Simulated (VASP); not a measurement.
# Zr in VASP: single point with PBE

Aim: the single point of Zr with PBE.

Everything below comes from runs of VASP 6.6.1. Logs are shortened: lines on timing, memory, paths and dates and some standing lists are left out, and cuts for length are marked.

## Step 1: The cell of the first run

The cell holds a slab with vacuum, 6 atoms: a = 3.232 Å, b = 3.232 Å, c = 29.868 Å, α = 90.00°, β = 90.00°, γ = 120.00°.

## Step 2: Single point, PBE

INCAR reads:

```
SYSTEM = Zr
ALGO = Normal
DIPOL = 0.5 0.5 0.500
EDIFF = 1E-7
ENCUT = 520
GGA = PE
IDIPOL = 3
ISIF = 2
ISMEAR = 0
LASPH = .TRUE.
LCHARG = .TRUE.
LDIPOL = .TRUE.
LELF = .TRUE.
LREAL = .FALSE.
LVACPOTAV = .TRUE.
LVHAR = .TRUE.
LWAVE = .FALSE.
NBANDS = 45
NELM = 80
PREC = Accurate
SIGMA = 0.1
```

KPOINTS reads:

```
k-points
0
G
  9 9 1
  0 0 0
```

POSCAR reads:

```
Zr
1.0
    3.2319982237      0.0000000000      0.0000000000
   -1.6159991119      2.7989925668      0.0000000000
    0.0000000000      0.0000000000     29.8675001320
Zr
6
Direct
    0.6666666667      0.3333333333      0.2845902725
    0.3333333333      0.6666666667      0.3707541635
    0.6666666667      0.3333333333      0.4569180545
    0.3333333333      0.6666666667      0.5442346970
    0.6666666667      0.3333333333      0.6319121039
    0.3333333333      0.6666666667      0.7138921711
```

Potentials or basis: VASP PAW PBE potentials, release 64 (Zr_sv).

Launch:

```console
cat potpaw_PBE.64/Zr_sv/POTCAR > POTCAR
mpirun -np 1 vasp_std > vasp.out
```

OUTCAR:

```text
SYSTEM = Zr
   EDIFF = 1E-7
   ENCUT = 520
   GGA = PE
   ISIF = 2
   ISMEAR = 0
   LASPH = .TRUE.
   LREAL = .FALSE.
   NELM = 80
   PREC = Accurate

 ion  position               nearest neighbor table
   1  0.667  0.333  0.285-   2 3.18   2 3.18   2 3.18
   2  0.333  0.667  0.371-   3 3.18   1 3.18   3 3.18   1 3.18   3 3.18   1 3.18
   3  0.667  0.333  0.457-   2 3.18   2 3.18   2 3.18   4 3.21   4 3.21   4 3.21
   4  0.333  0.667  0.544-   3 3.21   3 3.21   3 3.21   5 3.22   5 3.22   5 3.22
   5  0.667  0.333  0.632-   6 3.08   6 3.08   6 3.08   4 3.22   4 3.22   4 3.22
   6  0.333  0.667  0.714-   5 3.08   5 3.08   5 3.08

  LATTYP: Found a hexagonal cell.
 ALAT       =     3.2319982237
 C/A-ratio  =     9.2411870505

  Lattice vectors:

 A1 = (   3.2319982237,   0.0000000000,   0.0000000000)
 A2 = (  -1.6159991119,   2.7989925668,   0.0000000000)
 A3 = (   0.0000000000,   0.0000000000,  29.8675001320)

Analysis of symmetry for initial positions (statically):
=====================================================================
 Subroutine PRICEL returns:
 Original cell was already a primitive cell.

 Routine SETGRP: Setting up the symmetry group for a
 hexagonal supercell.

 Subroutine GETGRP returns: Found  6 space group operations
 (whereof  6 operations were pure point group operations)
 out of a pool of 24 trial point group operations.

The static configuration has the point symmetry C_3v.

Analysis of symmetry for dynamics (positions and initial velocities):
=====================================================================
 Subroutine PRICEL returns:
 Original cell was already a primitive cell.

 Routine SETGRP: Setting up the symmetry group for a
 hexagonal supercell.

 Subroutine GETGRP returns: Found  6 space group operations
 (whereof  6 operations were pure point group operations)
 out of a pool of 24 trial point group operations.

The dynamic configuration has the point symmetry C_3v.

 Subroutine INISYM returns: Found  6 space group operations
 (whereof  6 operations are pure point group operations),
 and found     1 'primitive' translations

----------------------------------------------------------------------------------------

                                     Primitive cell

  volume of cell :     270.1915

[... 86 lines left out ...]
   NSW    =      0    number of steps for IOM
   IBRION =     -1    ionic relax: 0-MD 1-quasi-New 2-CG
   NFREE  =      0    steps in history (QN), initial steepest desc. (CG)
   ISIF   =      2    stress and relaxation
   ISYM   =      2    0-nonsym 1-usesym 2-fastsym
   POTIM  = 0.5000    time-step for ionic-motion
   TEBEG  =    0.0;   TEEND  =   0.0 temperature during run
   PSTRESS=    0.0 pullay stress
   NELECT =      72.0000    total number of electrons
   NUPDOWN=      -1.0000    fix difference up-down
   EMIN   =  10.00;   EMAX   =-10.00  energy-range for DOS
   EFERMI =   0.00;   METHOD = LEGACY
   ISMEAR =     0;   SIGMA  =   0.10  broadening in eV -4-tet -1-fermi 0-gaus
   EFERMI_NEDOS =   21; number of points for ismear=-14 and -15
   IALGO  =     38    algorithm
   IMIX   =      4    mixing-type and parameters
     AMIX     =   0.40;   BMIX     =  1.00
     AMIX_MAG =   1.60;   BMIX_MAG =  1.00
  volume/ion in A,a.u.               =      45.03       303.89
  Fermi-wavevector in a.u.,A,eV,Ry     =   1.053485  1.990798 15.100167  1.109831
  Thomas-Fermi vector in A             =   2.188609
   LORBIT       =      0    0 simple, 1 ext, 2 COOP (PROOUT), +10 PAW based schemes
   GGA     = PE    functional components
   LHFCALC =     F    Hartree Fock is set to
   AEXX    =    0.0000 exact exchange contribution
   IVDW    =     0    specifies the selected vdW correction
   LEPSILON=     F    determine dielectric tensor
   LRPA    =     F    only Hartree local field effects (RPA)
 non-spin polarized calculation
 Gauss-broadening in eV      SIGMA  =   0.10
  energy-cutoff  :      520.00
  volume of cell :      270.19
 maximum number of plane-waves:      7356
   NGX = 13   NGY = 13   NGZ =111

 dipolmoment           0.000000      0.000000      0.002522 electrons x Angstroem

 number of electron      72.0000001 magnetization

 dipolmoment           0.000000      0.000000     -0.000598 electrons x Angstroem

 Free energy of the ion-electron system (eV)
  ---------------------------------------------------
  ext. energy  EPLUGINS =         0.00000000
  ---------------------------------------------------
  free energy    TOTEN  =       -49.29319297 eV

  energy without entropy =      -49.23833323  energy(sigma->0) =      -49.26576310

 E-fermi :   2.7400     XC(G=0):  -6.4139

 val. band max:        2.7299901801   @ k =   0.3333   0.3333   0.0000
 cond. band min:       2.7465269269   @ k =   0.1111   0.1111   0.0000
 fundamental gap:      0.0165367468
 Fermi energy:         2.7399614000

 k-point     1 :       0.0000    0.0000    0.0000
  band No.  band energies     occupation
      1     -46.3210      2.00000
      2     -46.2880      2.00000
      3     -46.0701      2.00000
      4     -46.0134      2.00000
      5     -45.9470      2.00000
      6     -45.9298      2.00000
[... 565 lines left out ...]
     44       4.4939      0.00000
     45       4.5892      0.00000

------------------------ aborting loop because EDIFF is reached ----------------------------------------

  FORCE on cell =-STRESS in cart. coord.  units (eV):
  Direction    XX          YY          ZZ          XY          YZ          ZX
  --------------------------------------------------------------------------------------
  -------------------------------------------------------------------------------------
  Total       -1.9278916     -1.9278916     -1.1436572      0.0000000      0.0000000      0.0000000
  in kB      -11.4319799    -11.4319799     -6.7816396      0.0000000      0.0000000      0.0000000
  external PRESSURE =      -9.8818664 kB  Pullay stress =       0.0000000 kB

 VOLUME and BASIS-vectors are now :
 -----------------------------------------------------------------------------
  energy-cutoff  :      520.00
  volume of cell :      270.19
      direct lattice vectors                 reciprocal lattice vectors
     3.231998224  0.000000000  0.000000000     0.309406111  0.178635701  0.000000000
    -1.615999112  2.798992567  0.000000000     0.000000000  0.357271403  0.000000000
     0.000000000  0.000000000 29.867500132     0.000000000  0.000000000  0.033481209

 POSITION                                       TOTAL-FORCE (eV/Angst)
 -----------------------------------------------------------------------------------
      1.61600      0.93300      8.50000        -0.000000     -0.000000      0.460230
     -0.00000      1.86600     11.07350         0.000000     -0.000000     -0.533889
      1.61600      0.93300     13.64700         0.000000     -0.000000      0.079185
     -0.00000      1.86600     16.25493        -0.000000      0.000000     -0.001855
      1.61600      0.93300     18.87363        -0.000000      0.000000      0.025786
     -0.00000      1.86600     21.32217        -0.000000     -0.000000     -0.029457
 -----------------------------------------------------------------------------------
    total drift:                               -0.000000     -0.000000      0.000023

  FREE ENERGIE OF THE ION-ELECTRON SYSTEM (eV)
  ---------------------------------------------------
  free  energy   TOTEN  =       -49.2931929673 eV

  energy  without entropy=      -49.2383332322  energy(sigma->0) =      -49.26576310

 vacuum level on the upper side and lower side of the slab         6.916         6.928
```

OSZICAR:

```text
N       E                     dE             d eps       ncg     rms          rms(c)
DAV:   1     0.775598563150E+03    0.77560E+03   -0.38111E+04  1240   0.147E+03
DAV:   2     0.205474346148E+02   -0.75505E+03   -0.74082E+03  1294   0.443E+02
DAV:   3    -0.431083688264E+02   -0.63656E+02   -0.61823E+02  1736   0.876E+01
DAV:   4    -0.524088225548E+02   -0.93005E+01   -0.92272E+01  1824   0.321E+01
[... 35 lines left out ...]
DAV:  40    -0.492931915231E+02   -0.17686E-05   -0.65949E-08   733   0.110E-03    0.114E-03
DAV:  41    -0.492931922859E+02   -0.76277E-06   -0.83395E-08   640   0.785E-04    0.555E-04
DAV:  42    -0.492931927467E+02   -0.46078E-06   -0.85478E-08   656   0.648E-04    0.233E-04
DAV:  43    -0.492931929099E+02   -0.16325E-06   -0.56706E-09   608   0.345E-04    0.137E-04
DAV:  44    -0.492931929673E+02   -0.57368E-07   -0.35759E-09   608   0.192E-04
   1 F= -.49293193E+02 E0= -.49265763E+02  d E =-.548597E-01
```

stdout:

```text
POSCAR found type information on POSCAR Zr
 POSCAR found :  1 types and       6 ions
 scaLAPACK will be used
 LDA part: xc-table for (Slater+PW92), standard interpolation
 POSCAR, INCAR and KPOINTS ok, starting setup
 FFT: planning ... GRIDC
 FFT: planning ... GRID_SOFT
 FFT: planning ... GRID
 WAVECAR not read
 entering main loop
 -----------------------------------------------------------------------------
|                                                                             |
|           W    W    AA    RRRRR   N    N  II  N    N   GGGG   !!!           |
|           W    W   A  A   R    R  NN   N  II  NN   N  G    G  !!!           |
|           W    W  A    A  R    R  N N  N  II  N N  N  G       !!!           |
|           W WW W  AAAAAA  RRRRR   N  N N  II  N  N N  G  GGG   !            |
|           WW  WW  A    A  R   R   N   NN  II  N   NN  G    G                |
|           W    W  A    A  R    R  N    N  II  N    N   GGGG   !!!           |
|                                                                             |
|     Did not find any points to average over, which means that no vacuum     |
|     field-free region was found. Please increase the size of  your cell     |
|     in the dimension of the dipole correction to obtain accurate            |
|     workfunction values.                                                    |
|                                                                             |
 -----------------------------------------------------------------------------
```

Wall time 5.8 min (1 thread of Intel Xeon Platinum 8375C at 2.90GHz (Ice Lake), shared host); peak memory 0.4 GiB.

Results:

```yaml
Free_energy: -49.2932 eV
Largest_force: 0.534 eV/Å
Band_gap_on_the_k_mesh: zero (band 36 reaches 3.45 eV, above the bottom of band 37 at 2.19 eV)
```

Forces on the atoms (eV/Å):
```
Zr   0.000  0.000  0.460
Zr   0.000  0.000 -0.534
Zr   0.000  0.000  0.079
Zr   0.000  0.000 -0.002
Zr   0.000  0.000  0.026
Zr   0.000  0.000 -0.029
```

Levels at points of the mesh, in eV from the Fermi level:
| k point | band 32 | band 33 | band 34 | band 35 | band 36 | band 37 | band 38 | band 39 | band 40 | band 41 |
| --- | --- | --- | --- | --- | --- | --- | --- | --- | --- | --- |
| (0.00, 0.00, 0.00) | -0.08 | 0.21 | 0.45 | 0.71 | 0.71 | 0.76 | 0.76 | 0.77 | 0.84 | 0.84 |
